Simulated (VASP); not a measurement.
# Co (P6_3/mmc) in VASP: a series of runs

The runs below take Co through single point, with PBEsol.

Program: VASP 6.6.1. These are calculated values, not measurements. Logs are shortened: lines on timing, memory, paths and dates and some standing lists are left out, and cuts for length are marked.

**1. The cell of the first run**

The structure is hexagonal, space group P6_3/mmc (No. 194). The conventional cell has a = 2.472 Å, b = 2.472 Å, c = 4.021 Å, α = 90.00°, β = 90.00°, γ = 120.00°. Co (site symmetry -6m2) has 12 Co at 2.47 Å within 3.3 Å.

**2. Single point, PBEsol, collinear spin, ferromagnetic start**

File INCAR:

```
SYSTEM = Co
PREC = Accurate ; ENCUT = 520
EDIFF = 1E-6 ; ISMEAR = -1
SIGMA = 0.05 ; LREAL = .False.
LASPH = .True. ; NELM = 150
ALGO = Normal ; ISIF = 2
LWAVE = .False. ; LCHARG = .False.
ISPIN = 2 ; MAGMOM = 2 2
LORBIT = 11 ; NUPDOWN = 4.0
LMAXMIX = 4 ; GGA = PS
NBANDS = 20
```

File KPOINTS:

```
regular mesh
0
Gamma
  10 10 6
  0 0 0
```

File POSCAR:

```
Co
1.0
    2.4719999032      0.0000000000      0.0000000000
   -1.2359999516      2.1408147143      0.0000000000
    0.0000000000      0.0000000000      4.0211440800
Co
2
Direct
    0.6666666667      0.3333333333      0.7500000000
    0.3333333333      0.6666666667      0.2500000000
```

Potentials or basis: VASP PAW PBE potentials, release 64 (Co).

Run with:

```
$ cat potpaw_PBE.64/Co/POTCAR > POTCAR
$ mpirun -np 1 vasp_std > vasp.out
```

OUTCAR:

```text
SYSTEM = Co
   PREC = Accurate
   ENCUT = 520
   EDIFF = 1E-6
   ISMEAR = -1
   LREAL = .False.
   LASPH = .True.
   NELM = 150
   ISIF = 2
   ISPIN = 2
   LORBIT = 11
   NUPDOWN = 4.0
   GGA = PS

 ion  position               nearest neighbor table
   1  0.667  0.333  0.750-   2 2.47   2 2.47   2 2.47   2 2.47   2 2.47   2 2.47
   2  0.333  0.667  0.250-   1 2.47   1 2.47   1 2.47   1 2.47   1 2.47   1 2.47

  LATTYP: Found a hexagonal cell.
 ALAT       =     2.4719999032
 C/A-ratio  =     1.6266764715

  Lattice vectors:

 A1 = (   2.4719999032,   0.0000000000,   0.0000000000)
 A2 = (  -1.2359999516,   2.1408147143,   0.0000000000)
 A3 = (   0.0000000000,   0.0000000000,   4.0211440800)

Analysis of symmetry for initial positions (statically):
=====================================================================
 Subroutine PRICEL returns:
 Original cell was already a primitive cell.

 Routine SETGRP: Setting up the symmetry group for a
 hexagonal supercell.

 Subroutine GETGRP returns: Found 24 space group operations
 (whereof 12 operations were pure point group operations)
 out of a pool of 24 trial point group operations.

The static configuration has the point symmetry D_3d.
 The point group associated with its full space group is D_6h.

Analysis of symmetry for dynamics (positions and initial velocities):
=====================================================================
 Subroutine PRICEL returns:
 Original cell was already a primitive cell.

 Routine SETGRP: Setting up the symmetry group for a
 hexagonal supercell.

 Subroutine GETGRP returns: Found 24 space group operations
 (whereof 12 operations were pure point group operations)
 out of a pool of 24 trial point group operations.

The dynamic configuration has the point symmetry D_3d.
 The point group associated with its full space group is D_6h.

Analysis of structural, dynamic, and magnetic symmetry:
=====================================================================
 Subroutine PRICEL returns:
 Original cell was already a primitive cell.

 Routine SETGRP: Setting up the symmetry group for a
 hexagonal supercell.

 Subroutine GETGRP returns: Found 24 space group operations
 (whereof 12 operations were pure point group operations)
 out of a pool of 24 trial point group operations.

The overall configuration has the point symmetry D_3d.
 The point group associated with its full space group is D_6h.

 Subroutine INISYM returns: Found 24 space group operations
 (whereof 12 operations are pure point group operations),
 and found     1 'primitive' translations

----------------------------------------------------------------------------------------

                                     Primitive cell

  volume of cell :      21.2803

  direct lattice vectors                    reciprocal lattice vectors
     2.471999903  0.000000000  0.000000000     0.404530760  0.233555943  0.000000000
    -1.235999952  2.140814714  0.000000000     0.000000000  0.467111887  0.000000000
     0.000000000  0.000000000  4.021144080     0.000000000  0.000000000  0.248685444

  length of vectors
     2.471999903  2.471999903  4.021144080     0.467111887  0.467111887  0.248685444

  position of ions in fractional coordinates (direct lattice)
     0.666666667  0.333333333  0.750000000
     0.333333333  0.666666667  0.250000000

  ion indices of the primitive-cell ions
   primitive index   ion index
                 1           1
                 2           2

----------------------------------------------------------------------------------------

 KPOINTS: regular mesh

Automatic generation of k-mesh.
 Grid dimensions read from file:
 generate k-points for:   10   10    6

 Generating k-lattice:

  Cartesian coordinates                     Fractional coordinates (reciprocal lattice)
     0.040453076  0.023355594  0.000000000     0.100000000 -0.000000000  0.000000000
     0.000000000  0.046711189  0.000000000     0.000000000  0.100000000  0.000000000
     0.000000000  0.000000000  0.041447574     0.000000000  0.000000000  0.166666667

  Length of vectors
     0.046711189  0.046711189  0.041447574

  Shift w.r.t. Gamma in fractional coordinates (k-lattice)
     0.000000000  0.000000000  0.000000000

 Subroutine IBZKPT returns following result:
 ===========================================

 Found     56 irreducible k-points:

 Following reciprocal coordinates:
            Coordinates               Weight
  0.000000  0.000000  0.000000      1.000000
  0.100000  0.000000  0.000000      6.000000
  0.200000  0.000000  0.000000      6.000000
  0.300000  0.000000  0.000000      6.000000
  0.400000  0.000000  0.000000      6.000000
  0.500000  0.000000  0.000000      3.000000
[... 16 lines left out ...]
  0.300000  0.100000  0.166667     24.000000
  0.400000  0.100000  0.166667     24.000000
 [... further k-points ...]
   k-points           NKPTS =     56   k-points in BZ     NKDIM =     56   number of bands    NBANDS=     20
   number of dos      NEDOS =    301   number of ions     NIONS =      2
   total plane-waves  NPLWV =   9720
   dimension x,y,z NGX =    18 NGY =   18 NGZ =   30
   dimension x,y,z NGXF=    36 NGYF=   36 NGZF=   60
   ions per type =               2
   NGX,Y,Z   is equivalent  to a cutoff of  12.11, 12.11, 12.40 a.u.
   NGXF,Y,Z  is equivalent  to a cutoff of  24.21, 24.21, 24.81 a.u.
 SYSTEM =  Co
   PREC   = accura    normal or accurate (medium, high low for compatibility)
   ISTART =      0    job   : 0-new  1-cont  2-samecut
   ICHARG =      2    charge: 1-file 2-atom 10-const
   ISPIN  =      2    spin polarized calculation?
   LNONCOLLINEAR =      F non collinear calculations
   LSORBIT =      F    spin-orbit coupling
   LASPH  =      T    aspherical Exc in radial PAW
   ENCUT  =  520.0 eV  38.22 Ry    6.18 a.u.   4.60  4.60  7.48*2*pi/ulx,y,z
   NELM   =    150;   NELMIN=  2; NELMDL= -5     # of ELM steps
   EDIFF  = 0.1E-05   stopping-criterion for ELM
   LREAL  =      F    real-space projection
   EDIFFG = 0.1E-04   stopping-criterion for IOM
   NSW    =      0    number of steps for IOM
   IBRION =     -1    ionic relax: 0-MD 1-quasi-New 2-CG
   NFREE  =      0    steps in history (QN), initial steepest desc. (CG)
   ISIF   =      2    stress and relaxation
   ISYM   =      2    0-nonsym 1-usesym 2-fastsym
   POTIM  = 0.5000    time-step for ionic-motion
   TEBEG  =    0.0;   TEEND  =   0.0 temperature during run
   PSTRESS=    0.0 pullay stress
   NELECT =      18.0000    total number of electrons
   NUPDOWN=       4.0000    fix difference up-down
   EMIN   =  10.00;   EMAX   =-10.00  energy-range for DOS
   EFERMI =   0.00;   METHOD = LEGACY
   ISMEAR =    -1;   SIGMA  =   0.05  broadening in eV -4-tet -1-fermi 0-gaus
   EFERMI_NEDOS =   21; number of points for ismear=-14 and -15
   IALGO  =     38    algorithm
   IMIX   =      4    mixing-type and parameters
     AMIX     =   0.40;   BMIX     =  1.00
     AMIX_MAG =   1.60;   BMIX_MAG =  1.00
  volume/ion in A,a.u.               =      10.64        71.80
  Fermi-wavevector in a.u.,A,eV,Ry     =   1.548246  2.925761 32.614055  2.397065
  Thomas-Fermi vector in A             =   2.653224
   LORBIT       =     11    0 simple, 1 ext, 2 COOP (PROOUT), +10 PAW based schemes
   GGA     = PS    functional components
   LHFCALC =     F    Hartree Fock is set to
   AEXX    =    0.0000 exact exchange contribution
   IVDW    =     0    specifies the selected vdW correction
   LEPSILON=     F    determine dielectric tensor
   LRPA    =     F    only Hartree local field effects (RPA)
 spin polarized calculation
  energy-cutoff  :      520.00
  volume of cell :       21.28
 maximum number of plane-waves:       585
   NGX =  9   NGY =  9   NGZ = 15

 number of electron      17.9999990 magnetization       3.9999997

 Free energy of the ion-electron system (eV)
  ---------------------------------------------------
  ext. energy  EPLUGINS =         0.00000000
  ---------------------------------------------------
  free energy    TOTEN  =       -15.17136365 eV

  energy without entropy =      -15.15298709  energy(sigma->0) =      -15.16217537

 E-fermi :  10.1693     XC(G=0): -13.7055

 val. band max:       11.4385505897   @ k =   0.1000   0.0000   0.0000
 cond. band min:      10.1721592457   @ k =   0.2000   0.2000   0.5000
 fundamental gap:     -1.2663913440
 Fermi energy:        11.4395054781

 spin component 1

 k-point     1 :       0.0000    0.0000    0.0000
  band No.  band energies     occupation
      1       1.1592      1.00000
      2       4.9227      1.00000
      3       7.4587      1.00000
      4       7.5029      1.00000
      5       7.5029      1.00000
      6       7.8153      1.00000
[... 12 lines left out ...]
     19      36.5038      0.00000
     20      36.5038      0.00000
[... 507 lines left out ...]
 k-point    24 :       0.4000    0.1000    0.1667
  band No.  band energies     occupation
      1       5.1611      1.00000
      2       5.5360      1.00000
      3       6.0936      1.00000
      4       6.6442      1.00000
      5       7.3289      1.00000
      6       7.9756      1.00000
[... 12 lines left out ...]
     19      34.7067      0.00000
     20      35.1319      0.00000

 [... further k-points ...]

 spin component 2

 k-point     1 :       0.0000    0.0000    0.0000
  band No.  band energies     occupation
      1       1.4301      1.00000
      2       6.1320      1.00000
      3       9.3593      1.00000
      4       9.4403      1.00000
      5       9.4403      1.00000
      6       9.8084      0.99927
[... 12 lines left out ...]
     19      37.0875      0.00000
     20      37.0875      0.00000
[... 507 lines left out ...]
 k-point    24 :       0.4000    0.1000    0.1667
  band No.  band energies     occupation
      1       6.3743      1.00000
      2       7.0002      1.00000
      3       7.5109      1.00000
      4       8.0835      1.00000
      5       9.2349      1.00000
      6       9.7544      0.99975
[... 12 lines left out ...]
     19      35.1157      0.00000
     20      35.7735      0.00000

 [... further k-points ...]
[... 5 lines left out ...]
  --------------------------------------------------------------------------------------
  -------------------------------------------------------------------------------------
  Total        0.2937685      0.2937685      0.3213586      0.0000000      0.0000000      0.0000000
  in kB       22.1176341     22.1176341     24.1948709      0.0000000      0.0000000      0.0000000
  external PRESSURE =      22.8100464 kB  Pullay stress =       0.0000000 kB

 VOLUME and BASIS-vectors are now :
 -----------------------------------------------------------------------------
  energy-cutoff  :      520.00
  volume of cell :       21.28
      direct lattice vectors                 reciprocal lattice vectors
     2.471999903  0.000000000  0.000000000     0.404530760  0.233555943  0.000000000
    -1.235999952  2.140814714  0.000000000     0.000000000  0.467111887  0.000000000
     0.000000000  0.000000000  4.021144080     0.000000000  0.000000000  0.248685444

 POSITION                                       TOTAL-FORCE (eV/Angst)
 -----------------------------------------------------------------------------------
      1.23600      0.71360      3.01586         0.000000     -0.000000      0.000000
     -0.00000      1.42721      1.00529        -0.000000      0.000000      0.000000
 -----------------------------------------------------------------------------------
    total drift:                                0.000000     -0.000000     -0.000000

  FREE ENERGIE OF THE ION-ELECTRON SYSTEM (eV)
  ---------------------------------------------------
  free  energy   TOTEN  =       -15.1713636459 eV

  energy  without entropy=      -15.1529870950  energy(sigma->0) =      -15.16217537

 total charge

# of ion       s       p       d       tot
------------------------------------------
    1        0.513   0.571   7.215   8.299
    2        0.513   0.571   7.215   8.299
--------------------------------------------------
tot          1.025   1.142  14.431  16.599

 magnetization (x)

# of ion       s       p       d       tot
------------------------------------------
    1        0.004  -0.001   1.981   1.984
    2        0.004  -0.001   1.981   1.984
--------------------------------------------------
tot          0.007  -0.002   3.962   3.967
```

Run time: 70 s. Hardware: 1 thread of Intel Xeon 8259CL, shared host; peak memory 0.15 GiB.

What came out:

- Free energy: -15.1714 eV
- Pressure: 2.3 GPa
- Net moment: 4.00 μB per cell
- Site moments: Co +1.98 μB
- Valence electrons inside the program's atomic spheres: Co 8.30

Caveat: the PAW data sets were made with another functional, which shifts forces and pressure a little; the total moment is fixed, so each spin has its own Fermi level.

**3. Single point, PBEsol, collinear spin, ferromagnetic start**

File INCAR:

```
  ALGO = Normal
  EDIFF = 1E-7
  ENCUT = 520
  GGA = PS
  ISIF = 2
  ISMEAR = -1
  ISPIN = 2
  LASPH = T
  LCHARG = T
  LELF = T
  LMAXMIX = 4
  LORBIT = 11
  LREAL = F
  LVHAR = T
  LWAVE = F
  MAGMOM = 2.5 2.5
  NBANDS = 20
  NELM = 150
  NUPDOWN = 5.0
  PREC = Accurate
  SIGMA = 0.05
```

File KPOINTS:

```
k-points
0
Gamma
  10 10 6
```

POSCAR is that of step 2.

Potentials or basis: VASP PAW PBE potentials, release 64 (Co).

Run with:

```
$ cat potpaw_PBE.64/Co/POTCAR > POTCAR
$ mpirun -np 1 vasp_std > vasp.out
```

Run time: 79 s. Hardware: 1 thread of Intel Xeon 8259CL, shared host; peak memory 0.16 GiB.

The run converged. Its results:

| Quantity | Value |
| --- | --- |
| Free energy | -13.9791 eV |
| Pressure | 17.8 GPa |
| Net moment | 5.00 μB per cell |
| Site moments | Co +2.43 μB |
| Valence electrons inside the program's atomic spheres | Co 8.28 |

Stress tensor (GPa, compression positive):
```
15.87  0.00  0.00
 0.00 15.87  0.00
 0.00  0.00 21.66
```

Caveat: the cell stands under pressure; the PAW data sets were made with another functional, which shifts forces and pressure a little; the total moment is fixed, so each spin has its own Fermi level.

**4. Single point, PBEsol, collinear spin, ferromagnetic start**

File INCAR:

```
SYSTEM = Co
PREC = Accurate ; ENCUT = 520
EDIFF = 1E-7 ; ISMEAR = -1
SIGMA = 0.05 ; LREAL = .False.
LASPH = .True. ; NELM = 150
ALGO = Normal ; ISIF = 2
LWAVE = .False. ; LCHARG = .False.
ISPIN = 2 ; MAGMOM = 3 3
LORBIT = 11 ; NUPDOWN = 6.0
LMAXMIX = 4 ; GGA = PS
NBANDS = 20
```

File KPOINTS:

```
regular mesh
0
Gamma
  10 10 6
  0 0 0
```

POSCAR is that of step 3.

Run with:

```
$ cat potpaw_PBE.64/Co/POTCAR > POTCAR
$ mpirun -np 1 vasp_std > vasp.out
```

Run time: 75 s. Hardware: 1 thread of Intel Xeon 8259CL, shared host; peak memory 0.16 GiB.

Results (log left out):

| Item | Value |
| --- | --- |
| Free energy | -11.5829 eV |
| Pressure | 40.5 GPa |
| Net moment | 6.00 μB per cell |
| Site moments | Co +2.87 μB |
| Valence electrons inside the program's atomic spheres | Co 8.26 |

Stress tensor (GPa, compression positive):
```
39.38  0.00  0.00
 0.00 39.38  0.00
 0.00  0.00 42.65
```

Caveat: the cell stands under pressure; the PAW data sets were made with another functional, which shifts forces and pressure a little; the total moment is fixed, so each spin has its own Fermi level.

**5. The runs side by side**

| fixed moment (μB) | pressure (GPa) | moment (μB) |
| --- | --- | --- |
| 4.0 | 2.3 | 4.00 |
| 5.0 | 17.8 | 5.00 |
| 6.0 | 40.5 | 6.00 |

Alike in all rows: task single point; level PBEsol; potentials or basis VASP PAW PBE potentials, release 64 (Co); spin collinear, ferromagnetic start; cell as given; k mesh 10 × 10 × 6; cutoff (eV) 520; smearing fermi-dirac 0.05 eV.

Caveats: the PAW data sets were made with another functional, which shifts forces and pressure a little; the total moment is fixed, so each spin has its own Fermi level; the cell stands under pressure (at least some runs).

Absolute energies hang on the potentials; compare differences alone.
